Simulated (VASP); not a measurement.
Set up this calculation in VASP 6.6.1, as the native input.

```
Task                   : single point
Functional             : PBE
Potentials or basis    : VASP PAW PBE potentials, release 64 (Hf_pv, O)
Cutoff                 : 520 eV
k mesh                 : 4 × 4 × 4
Occupations            : gaussian, width 0.01 eV
Spin                   : no spin polarisation
Dipole correction      : no
Further INCAR settings : ALGO = Normal; EDIFF = 1e-06; NBANDS = 56
```

The structure of HfO2 lies in POSCAR:

```
HfO2
1.0
    5.3974324954      0.0000000000      0.0000000000
    0.0000000000      5.1685010843      0.0000000000
    0.0000000000      0.0000000000      5.2011233815
Hf O
4 8
Direct
    0.0325922788      0.2662966146      0.2400087179
    0.4674077212      0.2662966146      0.7400087179
    0.5325922788      0.7337033854      0.2400087179
    0.9674077212      0.7337033854      0.7400087179
    0.3654176027      0.0676246699      0.3831519686
    0.1345823973      0.0676246699      0.8831519686
    0.7292244608      0.4627859517      0.4898393134
    0.7707755392      0.4627859517      0.9898393134
    0.2707755392      0.5372140483      0.9898393134
    0.2292244608      0.5372140483      0.4898393134
    0.8654176027      0.9323753301      0.3831519686
    0.6345823973      0.9323753301      0.8831519686
```

The input as run:

INCAR

```
SYSTEM = HfO2
ALGO     = Normal         ! electronic algorithm
EDIFF    = 1E-6           ! SCF threshold, eV
ENCUT    = 520            ! plane-wave cutoff, eV
GGA      = PE             ! functional
ISIF     = 2              ! what is computed and relaxed
ISMEAR   = 0              ! smearing method
LASPH    = .TRUE.         ! aspherical terms in the spheres
LCHARG   = .TRUE.         ! write CHGCAR
LELF     = .TRUE.         ! ELF
LREAL    = .FALSE.        ! projectors in reciprocal space
LVHAR    = .TRUE.       
LWAVE    = .FALSE.        ! write WAVECAR
NBANDS   = 56             ! bands
NELM     = 60             ! most SCF steps
PREC     = Accurate       ! precision mode
SIGMA    = 0.01           ! smearing width, eV
```

KPOINTS

```
k-points
0
G
  4 4 4
  0 0 0
```

Potentials or basis: VASP PAW PBE potentials, release 64 (Hf_pv, O).

Launch:

```console
$ cat potpaw_PBE.64/Hf_pv/POTCAR potpaw_PBE.64/O/POTCAR > POTCAR
$ mpirun -np 1 vasp_std > vasp.out
```

It gave:

```json
{"Pressure": "-15.1 GPa", "Largest force": "0.261 eV/Å", "Band gap on the k mesh": "4.14 eV (least direct gap 4.35 eV)"}
```

Caveat: the cell stands under tension; spin-orbit coupling is left out, which moves the levels of the heavy elements.

Run time: 3.3 min on 1 thread of Intel(R) Xeon(R) Platinum 8259CL CPU @ 2.50GHz (Skylake/Cascade Lake), with other jobs on the host, peak memory 0.32 GiB.
